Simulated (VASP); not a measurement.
SnO, 4 atoms in the cell. Symmetry: Pmn2_1, No. 31, orthorhombic system. The conventional cell has a = 3.355 Å, b = 5.674 Å, c = 4.222 Å, α = 90.00°, β = 90.00°, γ = 90.00°. Sn (site symmetry m) has 3 O at 2.15 to 2.16 Å within 2.8 Å. O (site symmetry m) has 3 Sn at 2.15 to 2.16 Å within 2.8 Å. 

```yaml
Program: VASP 6.6.1
Task: single point
Functional: PBEsol
Potentials_or_basis: VASP PAW PBE potentials, release 64 (Sn_d, O)
Cutoff: 520 eV
k_mesh: 8 × 5 × 6
Occupations: fermi-dirac, width 0.05 eV
Spin: non-collinear spin, zero start, spin-orbit coupling
Starting_moments: "[[0.0, 0.0, 0.0], [0.0, 0.0, 0.0], [0.0, 0.0, 0.0], [0.0, 0.0, 0.0]] μB"
Dipole_correction: no
Further_INCAR_settings: ALGO = Normal; EDIFF = 1e-06; NBANDS = 54
```

Potentials or basis: VASP PAW PBE potentials, release 64 (Sn_d, O).

Command:

```console
$ cat potpaw_PBE.64/Sn_d/POTCAR potpaw_PBE.64/O/POTCAR > POTCAR
$ mpirun -np 1 vasp_ncl > vasp.out
```

Hardware: 1 thread of Oxide Virtual Turin-like Processor, with other jobs on the host.

Problem. Estimate the wall time of this run.

Solution. Wall time 13 min on 1 thread of Oxide Virtual Turin-like Processor, on a shared host, peak memory 0.65 GiB. Counts: scf iterations 14, k points 90.
